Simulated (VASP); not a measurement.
# GaSb (F-43m) in VASP: notebook

GaSb is run at these levels: r2SCAN; tasks: relaxation of cell and atoms, single point.

All numbers are computed with VASP 6.6.1; they aren't measurements. Logs are shortened: lines on timing, memory, paths and dates and some standing lists are left out, and cuts for length are marked.

## Step 1: The cell of the first run

The structure is cubic, space group F-43m (No. 216). The conventional cell has a = 6.118 Å, b = 6.118 Å, c = 6.118 Å, α = 90.00°, β = 90.00°, γ = 90.00°. Within 3.5 Å of Ga (site symmetry -43m) lie 4 Sb at 2.65 Å. Within 3.5 Å of Sb (site symmetry -43m) lie 4 Ga at 2.65 Å.

## Step 2: Relaxation of cell and atoms, r2SCAN

Contents of POSCAR:

```
GaSb
1.0
    0.0000000000      3.0590000000      3.0590000000
    3.0590000000      0.0000000000      3.0590000000
    3.0590000000      3.0590000000      0.0000000000
Ga Sb
1 1
Direct
    0.0000000000      0.0000000000      0.0000000000
    0.2500000000      0.2500000000      0.2500000000
```

Contents of INCAR.step1:

```
PREC = Accurate
ENCUT = 600
ISMEAR = -1
SIGMA = 0.1
LREAL = False
LASPH = True
NELM = 80
GGA = PE
ALGO = Normal
EDIFF = 1E-4
LWAVE = True
LCHARG = False
```

Contents of INCAR.step2:

```
PREC = Accurate
ENCUT = 600
EDIFF = 1E-6
ISMEAR = -1
SIGMA = 0.1
LREAL = False
LASPH = True
NELM = 80
ALGO = Normal
ISIF = 3
LWAVE = False
LCHARG = False
METAGGA = R2SCAN
LMIXTAU = True
IBRION = 2
NSW = 80
EDIFFG = -0.01
ISTART = 1
```

Contents of KPOINTS:

```
Automatic mesh
0
Gamma
  9 9 9
```

Potentials or basis: VASP PAW PBE potentials, release 64 (Ga_d, Sb).

Run with:

```console
$ cat potpaw_PBE.64/Ga_d/POTCAR potpaw_PBE.64/Sb/POTCAR > POTCAR
$ cp INCAR.step1 INCAR
$ mpirun -np 1 vasp_std > vasp.out
$ cp INCAR.step2 INCAR
$ mpirun -np 1 vasp_std > vasp.out
```

OUTCAR:

```text
PREC = Accurate
   ENCUT = 600
   EDIFF = 1E-6
   ISMEAR = -1
   LREAL = False
   LASPH = True
   NELM = 80
   ISIF = 3
   METAGGA = R2SCAN
   IBRION = 2
   NSW = 80
   EDIFFG = -0.01
   ISTART = 1

 ion  position               nearest neighbor table
   1  0.000  0.000  0.000-   2 2.65   2 2.65   2 2.65   2 2.65
   2  0.250  0.250  0.250-   1 2.65   1 2.65   1 2.65   1 2.65

  LATTYP: Found a face centered cubic cell.
 ALAT       =     6.1180000000

  Lattice vectors:

 A1 = (   0.0000000000,   3.0590000000,   3.0590000000)
 A2 = (   3.0590000000,   0.0000000000,   3.0590000000)
 A3 = (   3.0590000000,   3.0590000000,   0.0000000000)

Analysis of symmetry for initial positions (statically):
=====================================================================
 Subroutine PRICEL returns:
 Original cell was already a primitive cell.

 Routine SETGRP: Setting up the symmetry group for a
 face centered cubic supercell.

 Subroutine GETGRP returns: Found 24 space group operations
 (whereof 24 operations were pure point group operations)
 out of a pool of 48 trial point group operations.

The static configuration has the point symmetry T_d .

Analysis of symmetry for dynamics (positions and initial velocities):
=====================================================================
 Subroutine PRICEL returns:
 Original cell was already a primitive cell.

 Routine SETGRP: Setting up the symmetry group for a
 face centered cubic supercell.

 Subroutine GETGRP returns: Found 24 space group operations
 (whereof 24 operations were pure point group operations)
 out of a pool of 48 trial point group operations.

The dynamic configuration has the point symmetry T_d .

 Subroutine INISYM returns: Found 24 space group operations
 (whereof 24 operations are pure point group operations),
 and found     1 'primitive' translations

----------------------------------------------------------------------------------------

                                     Primitive cell

  volume of cell :      57.2491

  direct lattice vectors                    reciprocal lattice vectors
     0.000000000  3.059000000  3.059000000    -0.163452109  0.163452109  0.163452109
     3.059000000  0.000000000  3.059000000     0.163452109 -0.163452109  0.163452109
     3.059000000  3.059000000  0.000000000     0.163452109  0.163452109 -0.163452109

  length of vectors
     4.326079287  4.326079287  4.326079287     0.283107357  0.283107357  0.283107357

  position of ions in fractional coordinates (direct lattice)
     0.000000000  0.000000000  0.000000000
     0.250000000  0.250000000  0.250000000

  ion indices of the primitive-cell ions
   primitive index   ion index
[... 90 lines left out ...]
   EFERMI_NEDOS =   21; number of points for ismear=-14 and -15
   IALGO  =     38    algorithm
   IMIX   =      4    mixing-type and parameters
     AMIX     =   0.40;   BMIX     =  1.00
     AMIX_MAG =   1.60;   BMIX_MAG =  1.00
  volume/ion in A,a.u.               =      28.62       193.17
  Fermi-wavevector in a.u.,A,eV,Ry     =   1.113208  2.103657 16.860766  1.239231
  Thomas-Fermi vector in A             =   2.249790
   LORBIT       =      0    0 simple, 1 ext, 2 COOP (PROOUT), +10 PAW based schemes
   METAGGA = R2SCAN    functional components
   LHFCALC =     F    Hartree Fock is set to
   AEXX    =    0.0000 exact exchange contribution
   IVDW    =     0    specifies the selected vdW correction
   LEPSILON=     F    determine dielectric tensor
   LRPA    =     F    only Hartree local field effects (RPA)
 conjugate gradient relaxation of ions
 non-spin polarized calculation
  energy-cutoff  :      600.00
  volume of cell :       57.25
 maximum number of plane-waves:      1932
   NGX = 17   NGY = 17   NGZ = 17

--------------------------------------- Ionic step        1  -------------------------------------------

 number of electron      18.0000006 magnetization

 Free energy of the ion-electron system (eV)
  ---------------------------------------------------
  ext. energy  EPLUGINS =         0.00000000
  ---------------------------------------------------
  free energy    TOTEN  =       -37.60395218 eV

  energy without entropy =      -37.60314402  energy(sigma->0) =      -37.60354810

------------------------ aborting loop because EDIFF is reached ----------------------------------------

  FORCE on cell =-STRESS in cart. coord.  units (eV):
  Direction    XX          YY          ZZ          XY          YZ          ZX
  --------------------------------------------------------------------------------------
  -------------------------------------------------------------------------------------
  Total        0.1582334      0.1582334      0.1582334     -0.0000000     -0.0000000      0.0000000
  in kB        4.4283338      4.4283338      4.4283338     -0.0000000     -0.0000000      0.0000000
  external PRESSURE =       4.4283338 kB  Pullay stress =       0.0000000 kB
[... 23 lines left out ...]
--------------------------------------- Ionic step        2  -------------------------------------------

 number of electron      18.0000002 magnetization

 E-fermi :   4.8314     XC(G=0):  -9.6687

 val. band max:        4.5676949195   @ k =   0.0000   0.0000   0.0000
 cond. band min:       4.9304460846   @ k =   0.0000   0.0000   0.0000
 fundamental gap:      0.3627511651
 Fermi energy:         4.8313509425

 k-point     1 :       0.0000    0.0000    0.0000
  band No.  band energies     occupation
      1     -10.9083      2.00000
      2     -10.9083      2.00000
      3     -10.9083      2.00000
      4     -10.8533      2.00000
      5     -10.8533      2.00000
      6      -7.2824      2.00000
      7       4.5677      1.86640
      8       4.5677      1.86636
      9       4.5677      1.86636
     10       4.9304      0.54145
     11       7.5522      0.00000
     12       7.5523      0.00000
     13       7.5523      0.00000
[... 403 lines left out ...]
--------------------------------------- Ionic step        3  -------------------------------------------

 number of electron      18.0000003 magnetization

 Free energy of the ion-electron system (eV)
  ---------------------------------------------------
  ext. energy  EPLUGINS =         0.00000000
  ---------------------------------------------------
  free energy    TOTEN  =       -37.60457305 eV

  energy without entropy =      -37.60366241  energy(sigma->0) =      -37.60411773

 E-fermi :   4.8747     XC(G=0):  -9.6846

 val. band max:        4.6030177206   @ k =   0.0000   0.0000   0.0000
 cond. band min:       4.9918322626   @ k =   0.0000   0.0000   0.0000
 fundamental gap:      0.3888145420
 Fermi energy:         4.8746636401

 k-point     1 :       0.0000    0.0000    0.0000
  band No.  band energies     occupation
      1     -10.8794      2.00000
      2     -10.8794      2.00000
      3     -10.8794      2.00000
      4     -10.8239      2.00000
      5     -10.8239      2.00000
      6      -7.2717      2.00000
      7       4.6030      1.87602
      8       4.6030      1.87598
      9       4.6030      1.87598
     10       4.9918      0.47310
     11       7.5862      0.00000
     12       7.5863      0.00000
     13       7.5863      0.00000
[... 397 lines left out ...]
  FREE ENERGIE OF THE ION-ELECTRON SYSTEM (eV)
  ---------------------------------------------------
  free  energy   TOTEN  =       -37.6045730532 eV

  energy  without entropy=      -37.6036624114  energy(sigma->0) =      -37.60411773

 reached required accuracy - stopping structural energy minimisation
```

OUTCAR.step1:

```text
PREC = Accurate
   ENCUT = 600
   ISMEAR = -1
   LREAL = False
   LASPH = True
[... 604 lines left out ...]
      0.00000      0.00000      0.00000         0.000000      0.000000      0.000000
      1.52950      1.52950      1.52950        -0.000000     -0.000000     -0.000000
 -----------------------------------------------------------------------------------
    total drift:                                0.000001      0.000001      0.000001

  FREE ENERGIE OF THE ION-ELECTRON SYSTEM (eV)
  ---------------------------------------------------
  free  energy   TOTEN  =        -7.3501435112 eV

  energy  without entropy=       -7.3479340139  energy(sigma->0) =       -7.34903876
```

OSZICAR.step1:

```text
N       E                     dE             d eps       ncg     rms          rms(c)
DAV:   1     0.824044950350E+02    0.82404E+02   -0.95398E+03   910   0.187E+03
DAV:   2    -0.126023911292E+01   -0.83665E+02   -0.81247E+02  1005   0.336E+02
DAV:   3    -0.728861151018E+01   -0.60284E+01   -0.59873E+01  1145   0.760E+01
DAV:   4    -0.740137004069E+01   -0.11276E+00   -0.11273E+00  1020   0.114E+01
DAV:   5    -0.740468021424E+01   -0.33102E-02   -0.33101E-02  1180   0.176E+00    0.319E+00
DAV:   6    -0.736159756658E+01    0.43083E-01   -0.72385E-02  1302   0.483E+00    0.192E+00
DAV:   7    -0.734870848547E+01    0.12889E-01   -0.43861E-02  1060   0.195E+00    0.339E-01
DAV:   8    -0.734963123790E+01   -0.92275E-03   -0.47902E-03  1098   0.977E-01    0.769E-02
DAV:   9    -0.735010229082E+01   -0.47105E-03   -0.72048E-04  1003   0.239E-01    0.350E-02
DAV:  10    -0.735014351123E+01   -0.41220E-04   -0.51297E-05   790   0.553E-02
   1 F= -.73501435E+01 E0= -.73490388E+01  d E =-.220950E-02
```

Run time: 3.3 min. Hardware: 1 thread of AMD EPYC 9R45 (Zen 5), shared host; peak memory 0.21 GiB.

What came out:

* Free energy: -37.6046 eV
* Relaxed volume: 28.85 Å³/atom
* Relaxed cell: a = 4.338 Å, b = 4.338 Å, c = 4.338 Å, α = 60.00°, β = 60.00°, γ = 60.00°
* Space group after relaxing (to 0.1 Å): F-43m (No. 216)
* Energy gained by relaxing: 0.3 meV/atom
* Ionic steps: 3
* Pressure after relaxing: 0.0 GPa
* Band gap on the k mesh: 0.39 eV

The path:
| step | energy change (eV) | largest force (eV/Å) | pressure (GPa) | volume (Å³) |
| --- | --- | --- | --- | --- |
| 1 | 0.0000 | 0.0000 | 0.44 | 57.25 |
| 2 | -0.0005 | 0.0000 | -0.15 | 57.91 |
| 3 | -0.0006 | 0.0000 | 0.01 | 57.71 |

Final structure:
```yaml
crystal:
  lattice:
    - [0.00000, 3.06715, 3.06715]
    - [3.06715, 0.00000, 3.06715]
    - [3.06715, 3.06715, 0.00000]
  atoms:
    - { symbol: Ga, position: [0.00000, 0.00000, 0.00000] }
    - { symbol: Sb, position: [0.25000, 0.25000, 0.25000] }
```

Levels at points of the mesh, in eV from the valence-band top:
```csv
k point,band 6,band 7,band 8,band 9,band 10,band 11,band 12,band 13
"(0.00, 0.00, 0.00)",-11.87,0.00,0.00,0.00,0.39,2.98,2.98,2.98
```

Caveat: semilocal functionals underestimate gaps, and a narrow one can read as zero; the PAW data sets were made with another functional, which shifts forces and pressure a little; spin-orbit coupling is left out, which moves the levels of the heavy elements; an odd mesh through Γ misses points on the zone boundary, where band edges can lie. Zero-point motion and thermal expansion aren't in these numbers.

## Step 3: Single point, r2SCAN, non-collinear spin, zero start, spin-orbit coupling

This run uses another cell than the first one, of 28.84 Å³/atom.

Contents of POSCAR:

```
GaSb
1.0
    0.0000000000      3.0667582400      3.0667582400
    3.0667582400      0.0000000000      3.0667582400
    3.0667582400      3.0667582400      0.0000000000
Ga Sb
1 1
Direct
    0.0000000000      0.0000000000      0.0000000000
    0.2500000000      0.2500000000      0.2500000000
```

Contents of INCAR.step1:

```
  ALGO = Normal
  EDIFF = 1E-4
  ENCUT = 520
  GGA = PE
  GGA_COMPAT = False
  ISMEAR = -1
  LASPH = True
  LCHARG = False
  LREAL = False
  LSORBIT = True
  LWAVE = True
  MAGMOM = 0 0 0 0 0 0
  NBANDS = 30
  NELM = 150
  PREC = Accurate
  SIGMA = 0.1
```

Contents of INCAR.step2:

```
  ALGO = Normal
  EDIFF = 1E-6
  ENCUT = 520
  GGA_COMPAT = False
  ISIF = 2
  ISMEAR = -1
  ISTART = 1
  LASPH = True
  LCHARG = False
  LMIXTAU = True
  LORBIT = 11
  LORBMOM = True
  LREAL = False
  LSORBIT = True
  LWAVE = False
  MAGMOM = 0 0 0 0 0 0
  METAGGA = R2SCAN
  NBANDS = 30
  NELM = 150
  PREC = Accurate
  SIGMA = 0.1
```

Contents of KPOINTS:

```
k-points
0
Gamma
  8 8 8
```

Potentials or basis: VASP PAW PBE potentials, release 64 (Ga_d, Sb).

Run with:

```console
$ cat potpaw_PBE.64/Ga_d/POTCAR potpaw_PBE.64/Sb/POTCAR > POTCAR
$ cp INCAR.step1 INCAR
$ mpirun -np 1 vasp_ncl > vasp.out
$ cp INCAR.step2 INCAR
$ mpirun -np 1 vasp_ncl > vasp.out
```

It took 6.9 min on 1 thread of AMD EPYC 9R45 (Zen 5), shared host; peak memory 0.41 GiB.

It converged, with:

* Free energy: -37.6638 eV
* Pressure: 0.1 GPa
* Net moment: 0.00 μB per cell
* Valence electrons inside the program's atomic spheres: Ga 11.60; Sb 2.49

Moments on the atoms (μB; x, y, z):
```
Ga  0.00 0.00 0.00
Sb  0.00 0.00 0.00
```

Caveat: the PAW data sets were made with another functional, which shifts forces and pressure a little.
